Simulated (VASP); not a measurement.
# B (Fd-3m) in VASP: further runs

B is run at these levels: r2SCAN; tasks: single point.

All numbers are computed with VASP 6.6.1; they aren't measurements. Logs are shortened: lines on timing, memory, paths and dates and some standing lists are left out, and cuts for length are marked.

**1. The cell of the first run**

Symmetry: Fd-3m, No. 227, cubic system. Conventional cell: a = 4.024 Å, b = 4.024 Å, c = 4.024 Å, α = 90.00°, β = 90.00°, γ = 90.00°. B (site symmetry -43m) has 4 B at 1.74 Å within 2.3 Å.

**2. Single point, r2SCAN**

Contents of POSCAR:

```
B
1.0
    0.0000000000      2.0121130426      2.0121130426
    2.0121130426      0.0000000000      2.0121130426
    2.0121130426      2.0121130426      0.0000000000
B
2
Direct
    0.0000000000      0.0000000000      0.0000000000
    0.2500000000      0.2500000000      0.2500000000
```

Contents of INCAR.step1:

```
PREC = Accurate
ENCUT = 520
ISMEAR = -1
SIGMA = 0.1
LREAL = F
LASPH = T
NELM = 100
NBANDS = 10
GGA = PE
ALGO = Normal
EDIFF = 1E-4
LWAVE = T
LCHARG = F
```

Contents of INCAR.step2:

```
PREC = Accurate
ENCUT = 520
EDIFF = 1E-6
ISMEAR = -1
SIGMA = 0.1
LREAL = F
LASPH = T
NELM = 100
ALGO = Normal
ISIF = 2
LWAVE = F
LCHARG = T
METAGGA = R2SCAN
LMIXTAU = T
LELF = T
LVHAR = T
NBANDS = 10
ISTART = 1
```

Contents of KPOINTS:

```
Automatic mesh
0
Gamma
  14 14 14
```

Potentials or basis: VASP PAW PBE potentials, release 64 (B).

The run is started by

```
> cat potpaw_PBE.64/B/POTCAR > POTCAR
> cp INCAR.step1 INCAR
> mpirun -np 1 vasp_std > vasp.out
> cp INCAR.step2 INCAR
> mpirun -np 1 vasp_std > vasp.out
```

OUTCAR:

```text
PREC = Accurate
   ENCUT = 520
   EDIFF = 1E-6
   ISMEAR = -1
   LREAL = F
   LASPH = T
   NELM = 100
   ISIF = 2
   METAGGA = R2SCAN
   ISTART = 1

 ion  position               nearest neighbor table
   1  0.000  0.000  0.000-   2 1.74   2 1.74   2 1.74   2 1.74
   2  0.250  0.250  0.250-   1 1.74   1 1.74   1 1.74   1 1.74

  LATTYP: Found a face centered cubic cell.
 ALAT       =     4.0242260852

  Lattice vectors:

 A1 = (   0.0000000000,   2.0121130426,   2.0121130426)
 A2 = (   2.0121130426,   0.0000000000,   2.0121130426)
 A3 = (   2.0121130426,   2.0121130426,   0.0000000000)

Analysis of symmetry for initial positions (statically):
=====================================================================
 Subroutine PRICEL returns:
 Original cell was already a primitive cell.

 Routine SETGRP: Setting up the symmetry group for a
 face centered cubic supercell.

 Subroutine GETGRP returns: Found 48 space group operations
 (whereof 24 operations were pure point group operations)
 out of a pool of 48 trial point group operations.

The static configuration has the point symmetry T_d .
 The point group associated with its full space group is O_h .

Analysis of symmetry for dynamics (positions and initial velocities):
=====================================================================
 Subroutine PRICEL returns:
 Original cell was already a primitive cell.

 Routine SETGRP: Setting up the symmetry group for a
 face centered cubic supercell.

 Subroutine GETGRP returns: Found 48 space group operations
 (whereof 24 operations were pure point group operations)
 out of a pool of 48 trial point group operations.

The dynamic configuration has the point symmetry T_d .
 The point group associated with its full space group is O_h .

 Subroutine INISYM returns: Found 48 space group operations
 (whereof 24 operations are pure point group operations),
 and found     1 'primitive' translations

----------------------------------------------------------------------------------------

                                     Primitive cell

  volume of cell :      16.2925

  direct lattice vectors                    reciprocal lattice vectors
     0.000000000  2.012113043  2.012113043    -0.248494985  0.248494985  0.248494985
     2.012113043  0.000000000  2.012113043     0.248494985 -0.248494985  0.248494985
     2.012113043  2.012113043  0.000000000     0.248494985  0.248494985 -0.248494985

  length of vectors
     2.845557554  2.845557554  2.845557554     0.430405939  0.430405939  0.430405939

  position of ions in fractional coordinates (direct lattice)
     0.000000000  0.000000000  0.000000000
     0.250000000  0.250000000  0.250000000

  ion indices of the primitive-cell ions
   primitive index   ion index
                 1           1
                 2           2

----------------------------------------------------------------------------------------

 KPOINTS: Automatic mesh

Automatic generation of k-mesh.
 Grid dimensions read from file:
 generate k-points for:   14   14   14

 Generating k-lattice:

  Cartesian coordinates                     Fractional coordinates (reciprocal lattice)
    -0.017749642  0.017749642  0.017749642     0.071428571  0.000000000  0.000000000
     0.017749642 -0.017749642  0.017749642     0.000000000  0.071428571  0.000000000
     0.017749642  0.017749642 -0.017749642     0.000000000  0.000000000  0.071428571

  Length of vectors
     0.030743281  0.030743281  0.030743281

  Shift w.r.t. Gamma in fractional coordinates (k-lattice)
     0.000000000  0.000000000  0.000000000

 Subroutine IBZKPT returns following result:
 ===========================================

 Found    104 irreducible k-points:

 Following reciprocal coordinates:
            Coordinates               Weight
  0.000000  0.000000  0.000000      1.000000
  0.071429  0.000000  0.000000      8.000000
  0.142857  0.000000  0.000000      8.000000
  0.214286  0.000000  0.000000      8.000000
  0.285714  0.000000  0.000000      8.000000
  0.357143  0.000000  0.000000      8.000000
[... 16 lines left out ...]
  0.214286  0.142857  0.000000     24.000000
  0.285714  0.142857  0.000000     24.000000
 [... further k-points ...]
   k-points           NKPTS =    104   k-points in BZ     NKDIM =    104   number of bands    NBANDS=     10
   number of dos      NEDOS =    301   number of ions     NIONS =      2
   total plane-waves  NPLWV =  13824
   dimension x,y,z NGX =    24 NGY =   24 NGZ =   24
   dimension x,y,z NGXF=    48 NGYF=   48 NGZF=   48
   ions per type =               2
   NGX,Y,Z   is equivalent  to a cutoff of  14.02, 14.02, 14.02 a.u.
   NGXF,Y,Z  is equivalent  to a cutoff of  28.04, 28.04, 28.04 a.u.
 SYSTEM =  unknown system
   PREC   = accura    normal or accurate (medium, high low for compatibility)
   ISTART =      1    job   : 0-new  1-cont  2-samecut
   ICHARG =      0    charge: 1-file 2-atom 10-const
   ISPIN  =      1    spin polarized calculation?
   LNONCOLLINEAR =      F non collinear calculations
   LSORBIT =      F    spin-orbit coupling
   LASPH  =      T    aspherical Exc in radial PAW
   ENCUT  =  520.0 eV  38.22 Ry    6.18 a.u.   5.29  5.29  5.29*2*pi/ulx,y,z
   NELM   =    100;   NELMIN=  2; NELMDL=  0     # of ELM steps
   EDIFF  = 0.1E-05   stopping-criterion for ELM
   LREAL  =      F    real-space projection
   EDIFFG = 0.1E-04   stopping-criterion for IOM
   NSW    =      0    number of steps for IOM
   IBRION =     -1    ionic relax: 0-MD 1-quasi-New 2-CG
   NFREE  =      0    steps in history (QN), initial steepest desc. (CG)
   ISIF   =      2    stress and relaxation
   ISYM   =      2    0-nonsym 1-usesym 2-fastsym
   POTIM  = 0.5000    time-step for ionic-motion
   TEBEG  =    0.0;   TEEND  =   0.0 temperature during run
   PSTRESS=    0.0 pullay stress
   NELECT =       6.0000    total number of electrons
   NUPDOWN=      -1.0000    fix difference up-down
   EMIN   =  10.00;   EMAX   =-10.00  energy-range for DOS
   EFERMI =   0.00;   METHOD = LEGACY
   ISMEAR =    -1;   SIGMA  =   0.10  broadening in eV -4-tet -1-fermi 0-gaus
   EFERMI_NEDOS =   21; number of points for ismear=-14 and -15
   IALGO  =     38    algorithm
   IMIX   =      4    mixing-type and parameters
     AMIX     =   0.40;   BMIX     =  1.00
     AMIX_MAG =   1.60;   BMIX_MAG =  1.00
  volume/ion in A,a.u.               =       8.15        54.97
  Fermi-wavevector in a.u.,A,eV,Ry     =   1.173445  2.217490 18.734869  1.376974
  Thomas-Fermi vector in A             =   2.309858
   LORBIT       =      0    0 simple, 1 ext, 2 COOP (PROOUT), +10 PAW based schemes
   METAGGA = R2SCAN    functional components
   LHFCALC =     F    Hartree Fock is set to
   AEXX    =    0.0000 exact exchange contribution
   IVDW    =     0    specifies the selected vdW correction
   LEPSILON=     F    determine dielectric tensor
   LRPA    =     F    only Hartree local field effects (RPA)
 non-spin polarized calculation
  energy-cutoff  :      520.00
  volume of cell :       16.29
 maximum number of plane-waves:       452
 NGX is ok and might be reduce to    24
   NGX = 11   NGY = 11   NGZ = 11

 number of electron       6.0000000 magnetization

 Free energy of the ion-electron system (eV)
  ---------------------------------------------------
  ext. energy  EPLUGINS =         0.00000000
  ---------------------------------------------------
  free energy    TOTEN  =       -12.70600805 eV

  energy without entropy =      -12.68097419  energy(sigma->0) =      -12.69349112

 E-fermi :   3.8640     XC(G=0): -11.9683

 val. band max:        3.7885359222   @ k =  -0.2857   0.1429   0.0000
 cond. band min:       3.8665689085   @ k =   0.4286   0.2857   0.0714
 fundamental gap:      0.0780329863
 Fermi energy:         3.8639978292

 k-point     1 :       0.0000    0.0000    0.0000
  band No.  band energies     occupation
      1     -10.0058      2.00000
      2       8.3011      0.00000
      3       8.3011      0.00000
      4       8.3011      0.00000
      5      12.6164      0.00000
      6      12.6164      0.00000
      7      12.6164      0.00000
      8      21.8170      0.00000
      9      24.3311      0.00000
     10      27.9686      0.00000

 k-point     2 :       0.0714    0.0000    0.0000
  band No.  band energies     occupation
      1      -9.8872      2.00000
      2       7.4150      0.00000
      3       8.0594      0.00000
      4       8.0594      0.00000
      5      12.9322      0.00000
      6      12.9322      0.00000
      7      13.2301      0.00000
      8      21.7955      0.00000
      9      24.5451      0.00000
     10      26.6014      0.00000

 k-point     3 :       0.1429    0.0000    0.0000
  band No.  band energies     occupation
      1      -9.5321      2.00000
      2       5.5751      0.00000
      3       7.5194      0.00000
      4       7.5194      0.00000
      5      13.6408      0.00000
      6      13.6408      0.00000
      7      14.2913      0.00000
      8      21.7278      0.00000
      9      25.0438      0.00000
     10      25.3114      0.00000

 k-point     4 :       0.2143    0.0000    0.0000
  band No.  band energies     occupation
      1      -8.9424      2.00000
      2       3.4859      1.95542
      3       6.9334      0.00000
      4       6.9334      0.00000
      5      14.3405      0.00000
      6      14.3405      0.00000
      7      15.2070      0.00000
      8      21.6038      0.00000
      9      24.7714      0.00000
     10      24.7718      0.00000
[... 222 lines left out ...]
 k-point    22 :       0.1429    0.1429    0.0000
  band No.  band energies     occupation
      1      -9.3744      2.00000
      2       6.2721      0.00000
      3       6.2721      0.00000
      4       6.9647      0.00000
      5      12.1786      0.00000
      6      15.2938      0.00000
      7      15.2938      0.00000
      8      19.8121      0.00000
      9      24.8744      0.00000
     10      25.4238      0.00000

 k-point    23 :       0.2143    0.1429    0.0000
  band No.  band energies     occupation
      1      -8.9421      2.00000
      2       4.8553      0.00010
      3       5.6463      0.00000
      4       6.5792      0.00000
      5      12.3405      0.00000
      6      16.2220      0.00000
      7      16.2547      0.00000
      8      18.7205      0.00000
      9      25.2632      0.00000
     10      25.9420      0.00000

 k-point    24 :       0.2857    0.1429    0.0000
  band No.  band energies     occupation
      1      -8.2776      2.00000
      2       2.9487      1.99979
      3       5.1649      0.00000
      4       6.0466      0.00000
      5      12.9203      0.00000
      6      16.8480      0.00000
      7      16.9607      0.00000
      8      18.2989      0.00000
      9      25.7155      0.00000
     10      26.3698      0.00000

 [... further k-points ...]
[... 5 lines left out ...]
  --------------------------------------------------------------------------------------
  -------------------------------------------------------------------------------------
  Total        0.4224712      0.4224712      0.4224712      0.0000000      0.0000000      0.0000000
  in kB       41.5451746     41.5451746     41.5451746      0.0000000      0.0000000      0.0000000
  external PRESSURE =      41.5451746 kB  Pullay stress =       0.0000000 kB

 VOLUME and BASIS-vectors are now :
 -----------------------------------------------------------------------------
  energy-cutoff  :      520.00
  volume of cell :       16.29
      direct lattice vectors                 reciprocal lattice vectors
     0.000000000  2.012113043  2.012113043    -0.248494985  0.248494985  0.248494985
     2.012113043  0.000000000  2.012113043     0.248494985 -0.248494985  0.248494985
     2.012113043  2.012113043  0.000000000     0.248494985  0.248494985 -0.248494985

 POSITION                                       TOTAL-FORCE (eV/Angst)
 -----------------------------------------------------------------------------------
      0.00000      0.00000      0.00000        -0.000000     -0.000000     -0.000000
      1.00606      1.00606      1.00606         0.000000      0.000000      0.000000
 -----------------------------------------------------------------------------------
    total drift:                               -0.000000     -0.000000      0.000000

  FREE ENERGIE OF THE ION-ELECTRON SYSTEM (eV)
  ---------------------------------------------------
  free  energy   TOTEN  =       -12.7060080466 eV

  energy  without entropy=      -12.6809741899  energy(sigma->0) =      -12.69349112
```

Run time: 22 s. Hardware: 1 thread of Intel Xeon 6975P-C (Granite Rapids), shared host; peak memory 0.14 GiB.

What came out:

* Free energy: -12.7060 eV
* Pressure: 4.2 GPa
* Band gap on the k mesh: zero (band 3 reaches 8.30 eV, above the bottom of band 4 at 0.63 eV)

Levels at points of the mesh, in eV from the Fermi level:
```csv
k point,band 1,band 2,band 3,band 4,band 5,band 6,band 7
"(0.00, 0.00, 0.00)",-13.87,4.44,4.44,4.44,8.75,8.75,8.75
"(0.50, 0.00, 0.00)",-8.72,-7.50,1.88,1.88,10.94,10.94,12.83
"(0.50, 0.50, 0.00)",-6.44,-6.44,-1.38,-1.38,7.74,7.74,19.88
```

Caveat: the PAW data sets were made with another functional, which shifts forces and pressure a little.

**3. Single point, r2SCAN**

This run uses another cell than the first one, of 8.40 Å³/atom, 1.031 times its volume.

Contents of POSCAR:

```
B
1.0
    0.0000000000      2.0324387925      2.0324387925
    2.0324387925      0.0000000000      2.0324387925
    2.0324387925      2.0324387925      0.0000000000
B
2
Direct
    0.0000000000      0.0000000000      0.0000000000
    0.2500000000      0.2500000000      0.2500000000
```

Contents of INCAR.step1:

```
SYSTEM = B
PREC     = Accurate       ! precision mode
ENCUT    = 520            ! plane-wave cutoff, eV
ISMEAR   = -1             ! smearing method
SIGMA    = 0.1            ! smearing width, eV
LREAL    = .FALSE.        ! projectors in reciprocal space
LASPH    = .TRUE.         ! aspherical terms in the spheres
NELM     = 100            ! most SCF steps
NBANDS   = 10             ! bands
GGA      = PE             ! functional
ALGO     = Normal         ! electronic algorithm
EDIFF    = 1E-4           ! SCF threshold, eV
LWAVE    = .TRUE.         ! write WAVECAR
LCHARG   = .FALSE.        ! write CHGCAR
```

Contents of INCAR.step2:

```
SYSTEM = B
PREC     = Accurate       ! precision mode
ENCUT    = 520            ! plane-wave cutoff, eV
EDIFF    = 1E-6           ! SCF threshold, eV
ISMEAR   = -1             ! smearing method
SIGMA    = 0.1            ! smearing width, eV
LREAL    = .FALSE.        ! projectors in reciprocal space
LASPH    = .TRUE.         ! aspherical terms in the spheres
NELM     = 100            ! most SCF steps
ALGO     = Normal         ! electronic algorithm
ISIF     = 2              ! what is computed and relaxed
LWAVE    = .FALSE.        ! write WAVECAR
LCHARG   = .TRUE.         ! write CHGCAR
METAGGA  = R2SCAN         ! meta-GGA
LMIXTAU  = .TRUE.       
LELF     = .TRUE.         ! ELF
LVHAR    = .TRUE.       
NBANDS   = 10             ! bands
ISTART   = 1
```

Contents of KPOINTS:

```
regular mesh
0
G
  14 14 14
  0 0 0
```

Potentials or basis: VASP PAW PBE potentials, release 64 (B).

The run is started by

```
> cat potpaw_PBE.64/B/POTCAR > POTCAR
> cp INCAR.step1 INCAR
> mpirun -np 1 vasp_std > vasp.out
> cp INCAR.step2 INCAR
> mpirun -np 1 vasp_std > vasp.out
```

Run time: 26 s. Hardware: 1 thread of Intel Xeon 6975P-C (Granite Rapids), shared host; peak memory 0.14 GiB.

The run converged. Its results:

```
Free energy            : -12.7104 eV
Pressure               : -1.4 GPa
Band gap on the k mesh : zero (band 3 reaches 7.96 eV, above the bottom of band 4 at 0.51 eV)
```

Levels at points of the mesh, in eV from the Fermi level:
| k point | band 1 | band 2 | band 3 | band 4 | band 5 | band 6 | band 7 |
| --- | --- | --- | --- | --- | --- | --- | --- |
| (0.00, 0.00, 0.00) | -13.65 | 4.33 | 4.33 | 4.33 | 8.59 | 8.59 | 8.59 |
| (0.50, 0.00, 0.00) | -8.64 | -7.32 | 1.83 | 1.83 | 10.75 | 10.75 | 12.41 |
| (0.50, 0.50, 0.00) | -6.37 | -6.37 | -1.33 | -1.33 | 7.59 | 7.59 | 19.39 |

Caveat: the PAW data sets were made with another functional, which shifts forces and pressure a little.

**4. Single point, r2SCAN**

This run uses another cell than the first one, of 8.64 Å³/atom, 1.061 times its volume.

Contents of POSCAR:

```
B
1.0
    0.0000000000      2.0523659337      2.0523659337
    2.0523659337      0.0000000000      2.0523659337
    2.0523659337      2.0523659337      0.0000000000
B
2
Direct
    0.0000000000      0.0000000000      0.0000000000
    0.2500000000      0.2500000000      0.2500000000
```

Contents of INCAR.step1:

```
  PREC = Accurate
  ENCUT = 520
  ISMEAR = -1
  SIGMA = 0.1
  LREAL = False
  LASPH = True
  NELM = 100
  NBANDS = 10
  GGA = PE
  ALGO = Normal
  EDIFF = 1E-4
  LWAVE = True
  LCHARG = False
```

Contents of INCAR.step2:

```
  PREC = Accurate
  ENCUT = 520
  EDIFF = 1E-7
  ISMEAR = -1
  SIGMA = 0.1
  LREAL = False
  LASPH = True
  NELM = 100
  ALGO = Normal
  ISIF = 2
  LWAVE = False
  LCHARG = False
  METAGGA = R2SCAN
  LMIXTAU = True
  NBANDS = 10
  ISTART = 1
```

Contents of KPOINTS:

```
regular mesh
0
Gamma
  14 14 14
```

The run is started by

```
> cat potpaw_PBE.64/B/POTCAR > POTCAR
> cp INCAR.step1 INCAR
> mpirun -np 1 vasp_std > vasp.out
> cp INCAR.step2 INCAR
> mpirun -np 1 vasp_std > vasp.out
```

It took 24 s on 1 thread of Intel Xeon 6975P-C (Granite Rapids), shared host; peak memory 0.14 GiB.

It converged, with:

```
Free energy            : -12.6985 eV
Pressure               : -6.3 GPa
Band gap on the k mesh : zero (band 3 reaches 7.64 eV, above the bottom of band 4 at 0.39 eV)
```

Levels at points of the mesh, in eV from the Fermi level:
| k point | band 1 | band 2 | band 3 | band 4 | band 5 | band 6 | band 7 | band 8 |
| --- | --- | --- | --- | --- | --- | --- | --- | --- |
| (0.00, 0.00, 0.00) | -13.43 | 4.22 | 4.22 | 4.22 | 8.43 | 8.43 | 8.43 | 16.68 |
| (0.50, 0.00, 0.00) | -8.57 | -7.16 | 1.79 | 1.79 | 10.58 | 10.58 | 12.00 | 16.61 |
| (0.50, 0.50, 0.00) | -6.30 | -6.30 | -1.29 | -1.29 | 7.45 | 7.45 | 18.93 | 18.93 |

Caveat: the PAW data sets were made with another functional, which shifts forces and pressure a little.

**5. Overview**

```csv
cell,gap on the mesh (eV),pressure (GPa)
"a = 2.846 Å, angles 60.0°, 2 atoms",none,4.2
"a = 2.874 Å, angles 60.0°, 2 atoms",none,-1.4
"a = 2.902 Å, angles 60.0°, 2 atoms",none,-6.3
```

Alike in all rows: task single point; level r2SCAN; potentials or basis VASP PAW PBE potentials, release 64 (B); no spin polarisation; k mesh 14 × 14 × 14; cutoff (eV) 520; smearing fermi-dirac 0.1 eV.

Caveats: the PAW data sets were made with another functional, which shifts forces and pressure a little.

Absolute energies hang on the potentials; compare differences alone.
